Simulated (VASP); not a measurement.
# SiC (P6_3mc) in VASP: settings compared, part 2 of 2

VASP 6.6.1. The steps go on from the part before.

## (3) Single point, r2SCAN

Input file POSCAR:

```
SiC
1.0
    3.0947360569      0.0000000000      0.0000000000
   -1.5473680285      2.6801200433      0.0000000000
    0.0000000000      0.0000000000     15.1881298508
Si C
6 6
Direct
    0.3333333333      0.6666666667      0.1422863726
    0.6666666667      0.3333333333      0.6422863726
    0.0000000000      0.0000000000      0.4755194282
    0.0000000000      0.0000000000      0.9755194282
    0.6666666667      0.3333333333      0.3087736124
    0.3333333333      0.6666666667      0.8087736124
    0.0000000000      0.0000000000      0.3501570145
    0.0000000000      0.0000000000      0.8501570145
    0.3333333333      0.6666666667      0.0173185555
    0.6666666667      0.3333333333      0.5173185555
    0.6666666667      0.3333333333      0.1838050067
    0.3333333333      0.6666666667      0.6838050067
```

Input file INCAR.step1:

```
ALGO = Normal ; EDIFF = 1E-4
ENCUT = 520 ; GGA = PE
ISMEAR = 0 ; LASPH = T
LCHARG = F ; LREAL = F
LWAVE = T ; NBANDS = 36
NELM = 100 ; PREC = Accurate
SIGMA = 0.02
```

Input file INCAR.step2:

```
ALGO = Normal ; EDIFF = 1E-7
ENCUT = 520 ; ISIF = 2
ISMEAR = 0 ; ISTART = 1
LASPH = T ; LCHARG = F
LMIXTAU = T ; LREAL = F
LWAVE = F ; METAGGA = R2SCAN
NBANDS = 36 ; NELM = 100
PREC = Accurate ; SIGMA = 0.02
```

Input file KPOINTS:

```
k-points
0
Gamma
  12 12 2
```

Potentials or basis: VASP PAW PBE potentials, release 64 (Si, C).

Run with:

```bash
> cat potpaw_PBE.64/Si/POTCAR potpaw_PBE.64/C/POTCAR > POTCAR
> cp INCAR.step1 INCAR
> mpirun -np 1 vasp_std > vasp.out
> cp INCAR.step2 INCAR
> mpirun -np 1 vasp_std > vasp.out
```

OUTCAR:

```text
EDIFF = 1E-7
   ENCUT = 520
   ISIF = 2
   ISMEAR = 0
   ISTART = 1
   LASPH = T
   LREAL = F
   METAGGA = R2SCAN
   NELM = 100
   PREC = Accurate

 ion  position               nearest neighbor table
   1  0.333  0.667  0.142-  11 1.89  11 1.89  11 1.89   9 1.90   5 3.10   5 3.10   5 3.10   4 3.10
                             4 3.10   4 3.10
   2  0.667  0.333  0.642-  12 1.89  12 1.89  12 1.89  10 1.90   6 3.10   6 3.10   6 3.10   3 3.10
                             3 3.10   3 3.10
   3  0.000  0.000  0.476-  10 1.90  10 1.90  10 1.90   7 1.90   5 3.10   5 3.10   5 3.10   2 3.10
                             2 3.10   2 3.10
   4  0.000  0.000  0.976-   9 1.90   9 1.90   9 1.90   8 1.90   6 3.10   6 3.10   6 3.10   1 3.10
                             1 3.10   1 3.10
   5  0.667  0.333  0.309-   7 1.89   7 1.89   7 1.89  11 1.90   1 3.10   1 3.10   1 3.10   3 3.10
                             3 3.10   3 3.10
   6  0.333  0.667  0.809-   8 1.89   8 1.89   8 1.89  12 1.90   2 3.10   2 3.10   2 3.10   4 3.10
                             4 3.10   4 3.10
   7  0.000  0.000  0.350-   5 1.89   5 1.89   5 1.89   3 1.90
   8  0.000  0.000  0.850-   6 1.89   6 1.89   6 1.89   4 1.90
   9  0.333  0.667  0.017-   4 1.90   4 1.90   4 1.90   1 1.90
  10  0.667  0.333  0.517-   3 1.90   3 1.90   3 1.90   2 1.90
  11  0.667  0.333  0.184-   1 1.89   1 1.89   1 1.89   5 1.90
  12  0.333  0.667  0.684-   2 1.89   2 1.89   2 1.89   6 1.90

  LATTYP: Found a hexagonal cell.
 ALAT       =     3.0947360569
 C/A-ratio  =     4.9077302786

  Lattice vectors:

 A1 = (   3.0947360569,   0.0000000000,   0.0000000000)
 A2 = (  -1.5473680285,   2.6801200433,   0.0000000000)
 A3 = (   0.0000000000,   0.0000000000,  15.1881298508)

Analysis of symmetry for initial positions (statically):
=====================================================================
 Subroutine PRICEL returns:
 Original cell was already a primitive cell.

 Routine SETGRP: Setting up the symmetry group for a
 hexagonal supercell.
[... 171 lines left out ...]
   LRPA    =     F    only Hartree local field effects (RPA)
 non-spin polarized calculation
 Gauss-broadening in eV      SIGMA  =   0.02
  energy-cutoff  :      520.00
  volume of cell :      125.97
 maximum number of plane-waves:      3444
 NGX is ok and might be reduce to    24
   NGX = 11   NGY = 11   NGZ = 57

 number of electron      48.0000001 magnetization

 Free energy of the ion-electron system (eV)
  ---------------------------------------------------
  ext. energy  EPLUGINS =         0.00000000
  ---------------------------------------------------
  free energy    TOTEN  =      -115.94088326 eV

  energy without entropy =     -115.94088326  energy(sigma->0) =     -115.94088326

 E-fermi :   8.0131     XC(G=0): -11.8670

 val. band max:        7.8686078378   @ k =   0.0000   0.0000   0.0000
 cond. band min:      10.2661602393   @ k =   0.5000  -0.0000   0.0000
 fundamental gap:      2.3975524016
 Fermi energy:         8.0131028083

 k-point     1 :       0.0000    0.0000    0.0000
  band No.  band energies     occupation
      1      -8.2505      2.00000
      2      -7.7168      2.00000
      3      -7.6807      2.00000
      4      -6.1650      2.00000
      5      -6.1334      2.00000
      6      -4.6801      2.00000
[... 925 lines left out ...]
     35      16.2583      0.00000
     36      16.2583      0.00000

 [... further k-points ...]

------------------------ aborting loop because EDIFF is reached ----------------------------------------

  FORCE on cell =-STRESS in cart. coord.  units (eV):
  Direction    XX          YY          ZZ          XY          YZ          ZX
  --------------------------------------------------------------------------------------
  -------------------------------------------------------------------------------------
  Total       -2.8916575     -2.8916575     -2.8959340      0.0000000      0.0000000      0.0000000
  in kB      -36.7769132    -36.7769132    -36.8313023      0.0000000      0.0000000      0.0000000
  external PRESSURE =     -36.7950429 kB  Pullay stress =       0.0000000 kB

 VOLUME and BASIS-vectors are now :
 -----------------------------------------------------------------------------
  energy-cutoff  :      520.00
  volume of cell :      125.97
      direct lattice vectors                 reciprocal lattice vectors
     3.094736057  0.000000000  0.000000000     0.323129334  0.186558808  0.000000000
    -1.547368028  2.680120043  0.000000000     0.000000000  0.373117616  0.000000000
     0.000000000  0.000000000 15.188129851     0.000000000  0.000000000  0.065840891

 POSITION                                       TOTAL-FORCE (eV/Angst)
 -----------------------------------------------------------------------------------
     -0.00000      1.78675      2.16106         0.000000     -0.000000      0.004105
      1.54737      0.89337      9.75513        -0.000000      0.000000      0.004105
      0.00000      0.00000      7.22225         0.000000      0.000000      0.000333
      0.00000      0.00000     14.81632         0.000000     -0.000000      0.000333
      1.54737      0.89337      4.68969        -0.000000     -0.000000      0.000040
     -0.00000      1.78675     12.28376        -0.000000     -0.000000      0.000040
      0.00000      0.00000      5.31823         0.000000     -0.000000      0.000058
      0.00000      0.00000     12.91230        -0.000000     -0.000000      0.000058
     -0.00000      1.78675      0.26304         0.000000      0.000000      0.003100
      1.54737      0.89337      7.85710        -0.000000     -0.000000      0.003100
      1.54737      0.89337      2.79165        -0.000000      0.000000     -0.007636
     -0.00000      1.78675     10.38572         0.000000     -0.000000     -0.007636
 -----------------------------------------------------------------------------------
    total drift:                                0.000000      0.000000     -0.000313

  FREE ENERGIE OF THE ION-ELECTRON SYSTEM (eV)
  ---------------------------------------------------
  free  energy   TOTEN  =      -115.9408832614 eV

  energy  without entropy=     -115.9408832614  energy(sigma->0) =     -115.94088326
```

Run time: 7.6 min. Hardware: 1 thread of AMD EPYC 9R45 (Zen 5), shared host; peak memory 0.31 GiB.

What came out:

| Quantity | Value |
| --- | --- |
| Free energy | -115.9409 eV |
| Pressure | -3.7 GPa |
| Largest force | 0.008 eV/Å |
| Band gap on the k mesh | 2.40 eV (least direct gap 3.55 eV) |

Forces on the atoms (eV/Å):
```
Si   0.000  0.000  0.004
Si   0.000  0.000  0.004
Si   0.000  0.000  0.000
Si   0.000  0.000  0.000
Si   0.000  0.000  0.000
Si   0.000  0.000  0.000
C    0.000  0.000  0.000
C    0.000  0.000  0.000
C    0.000  0.000  0.003
C    0.000  0.000  0.003
C    0.000  0.000 -0.008
C    0.000  0.000 -0.008
```

Levels at points of the mesh, in eV from the valence-band top:
| k point | band 21 | band 22 | band 23 | band 24 | band 25 | band 26 | band 27 | band 28 |
| --- | --- | --- | --- | --- | --- | --- | --- | --- |
| (0.00, 0.00, 0.00) | -0.32 | -0.04 | 0.00 | 0.00 | 5.61 | 5.79 | 6.19 | 6.71 |
| (0.50, 0.00, 0.00) | -1.88 | -1.86 | -1.70 | -1.15 | 2.40 | 2.60 | 3.64 | 4.31 |
| (0.00, 0.00, 0.50) | -0.10 | -0.10 | -0.10 | -0.10 | 5.68 | 5.68 | 6.43 | 6.43 |
| (0.50, 0.00, 0.50) | -1.78 | -1.78 | -1.36 | -1.36 | 2.45 | 2.45 | 3.86 | 3.86 |

Caveat: the cell stands under tension; the PAW data sets were made with another functional, which shifts forces and pressure a little. A k mesh can miss the band edges.

## (4) Relaxation of cell and atoms, PBE

Input file INCAR:

```
SYSTEM = SiC
  PREC = Accurate
  ENCUT = 600
  EDIFF = 1E-6
  ISMEAR = 0
  SIGMA = 0.02
  LREAL = .False.
  LASPH = .True.
  NELM = 100
  ALGO = Normal
  ISIF = 3
  LWAVE = .False.
  LCHARG = .False.
  GGA = PE
  IBRION = 2
  NSW = 100
  EDIFFG = -0.01
```

Input file KPOINTS:

```
Automatic mesh
0
Gamma
  12 12 2
  0 0 0
```

Input file POSCAR:

```
SiC
1.0
    3.0951976549      0.0000000000      0.0000000000
   -1.5475988275      2.6805197989      0.0000000000
    0.0000000000      0.0000000000     15.1822951770
Si C
6 6
Direct
    0.3333333333      0.6666666667      0.1422799372
    0.6666666667      0.3333333333      0.6422799372
    0.0000000000      0.0000000000      0.4755591463
    0.0000000000      0.0000000000      0.9755591463
    0.6666666667      0.3333333333      0.3087972986
    0.3333333333      0.6666666667      0.8087972986
    0.0000000000      0.0000000000      0.3501383363
    0.0000000000      0.0000000000      0.8501383363
    0.3333333333      0.6666666667      0.0172872114
    0.6666666667      0.3333333333      0.5172872114
    0.6666666667      0.3333333333      0.1837980602
    0.3333333333      0.6666666667      0.6837980602
```

Run with:

```bash
> cat potpaw_PBE.64/Si/POTCAR potpaw_PBE.64/C/POTCAR > POTCAR
> mpirun -np 1 vasp_std > vasp.out
```

Wall time 8.3 min (1 thread of Oxide Virtual Turin-like, shared host); peak memory 0.35 GiB.

The run converged. Its results:

- Free energy: -90.3820 eV
- Relaxed volume: 10.49 Å³/atom
- Relaxed cell: a = 3.094 Å, b = 3.094 Å, c = 15.181 Å, α = 90.00°, β = 90.00°, γ = 120.00°
- Space group after relaxing (to 0.1 Å): P6_3mc (No. 186)
- Energy gained by relaxing: 0.0 meV/atom
- Ionic steps: 3
- Pressure after relaxing: 0.0 GPa
- Largest force after relaxing: 0.005 eV/Å
- Band gap on the k mesh: 2.03 eV (least direct gap 3.13 eV)

Forces on the atoms (eV/Å):
```
Si   0.000  0.000 -0.004
Si   0.000  0.000 -0.004
Si   0.000  0.000  0.000
Si   0.000  0.000  0.000
Si   0.000  0.000 -0.003
Si   0.000  0.000 -0.003
C    0.000  0.000  0.000
C    0.000  0.000  0.000
C    0.000  0.000  0.002
C    0.000  0.000  0.002
C    0.000  0.000  0.005
C    0.000  0.000  0.005
```

Final structure:
```yaml
crystal:
  lattice:
    - [3.09414, 0.00000, 0.00000]
    - [-1.54707, 2.67961, 0.00000]
    - [0.00000, 0.00000, 15.18093]
  atoms:
    - { symbol: Si, position: [0.33333, 0.66667, 0.14230] }
    - { symbol: Si, position: [0.66667, 0.33333, 0.64230] }
    - { symbol: Si, position: [0.00000, 0.00000, 0.47552] }
    - { symbol: Si, position: [0.00000, 0.00000, 0.97552] }
    - { symbol: Si, position: [0.66667, 0.33333, 0.30879] }
    - { symbol: Si, position: [0.33333, 0.66667, 0.80879] }
    - { symbol: C, position: [0.00000, 0.00000, 0.35016] }
    - { symbol: C, position: [0.00000, 0.00000, 0.85016] }
    - { symbol: C, position: [0.33333, 0.66667, 0.01730] }
    - { symbol: C, position: [0.66667, 0.33333, 0.51730] }
    - { symbol: C, position: [0.66667, 0.33333, 0.18378] }
    - { symbol: C, position: [0.33333, 0.66667, 0.68378] }
```

Levels at points of the mesh, in eV from the valence-band top:
```csv
k point,band 22,band 23,band 24,band 25,band 26,band 27
"(0.00, 0.00, 0.00)",-0.03,0.00,0.00,5.06,5.23,5.63
"(0.50, 0.00, 0.00)",-1.77,-1.65,-1.10,2.03,2.21,3.19
"(0.00, 0.00, 0.50)",-0.10,-0.10,-0.10,5.13,5.13,5.87
"(0.50, 0.00, 0.50)",-1.70,-1.30,-1.30,2.07,2.07,3.41
```

## (5) Summary

| task | level | cell | cutoff (eV) | gap on the mesh (eV) | pressure (GPa) | largest force (eV/Å) |
| --- | --- | --- | --- | --- | --- | --- |
| single point | PBE | a = 3.095, b = 3.095, c = 15.188 Å, angles 90.0, 90.0, 120.0°, 12 atoms, atomic positions A | 520 | 2.03 | 0.0 | 0.01 |
| single point | r2SCAN | a = 3.095, b = 3.095, c = 15.188 Å, angles 90.0, 90.0, 120.0°, 12 atoms, atomic positions A | 520 | 2.40 | -3.7 | 0.01 |
| relaxation of cell and atoms | PBE | relaxed from a = 3.095, b = 3.095, c = 15.182 Å, angles 90.0, 90.0, 120.0°, 12 atoms, atomic positions B | 600 | 2.03 | 0.0 | - |

Alike in all rows: potentials or basis VASP PAW PBE potentials, release 64 (Si, C); no spin polarisation; k mesh 12 × 12 × 2; smearing gaussian 0.02 eV.

Caveats: the cell stands under tension (at least some runs); the PAW data sets were made with another functional, which shifts forces and pressure a little (at least some runs).

Total energies depend on the potentials used, so only differences within one code and one set of settings carry meaning.
